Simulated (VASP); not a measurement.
Write the native input for VASP 6.6.1 that does the following.

```yaml
Task: electric field gradients
Functional: LDA
Potentials_or_basis: VASP PAW LDA potentials, release 64 (Zn, O_h)
Cutoff: 910 eV
k_mesh: 8 × 8 × 5
Occupations: fermi-dirac, width 0.01 eV
Spin: no spin polarisation
Dipole_correction: no
Second_run: hard_potentials
Further_INCAR_settings: ALGO = Normal; EDIFF = 1e-08; NBANDS = 26
```

The structure of ZnO lies in POSCAR:

```
ZnO
1.0
    3.2054825469      0.0000000000      0.0000000000
   -1.6027412734      2.7760293170      0.0000000000
    0.0000000000      0.0000000000      5.1334697570
Zn O
2 2
Direct
    0.3333333333      0.6666666667      0.0000000000
    0.6666666667      0.3333333333      0.5000000000
    0.3333333333      0.6666666667      0.3821000000
    0.6666666667      0.3333333333      0.8821000000
```

This cell differs from its parent crystal: volume scaled by 0.96.

The input as run:

INCAR

```
SYSTEM = ZnO
PREC = Accurate
ENCUT = 910
EDIFF = 1E-8
ISMEAR = -1
SIGMA = 0.01
LREAL = .False.
LASPH = .True.
NELM = 120
ALGO = Normal
ISIF = 2
LWAVE = .False.
LCHARG = .False.
LEFG = .True.
NBANDS = 26
GGA_COMPAT = .False.
```

KPOINTS

```
Automatic mesh
0
Gamma
  8 8 5
  0 0 0
```

Potentials or basis: VASP PAW LDA potentials, release 64 (Zn, O_h).

Run with:

```console
$ cat potpaw_LDA.64/Zn/POTCAR potpaw_LDA.64/O_h/POTCAR > POTCAR
$ mpirun -np 1 vasp_std > vasp.out
```

Results of the run:

- Pressure: -0.3 GPa
- Largest force: 0.042 eV/Å
- Band gap on the k mesh: 0.81 eV, direct

Caveat: the cutoff is under 1.25 times the usual one of these potentials, so pressure, stress and relaxed cells hold a basis-set (Pulay) error; without QUAD_EFG the Cq values of the log hold for a quadrupole moment of 1 mb, not for the nuclei.

Wall time 84 s on 1 thread of AMD EPYC 7R43 64-Core Processor (Zen 3), with other jobs on the host, peak memory 0.19 GiB.
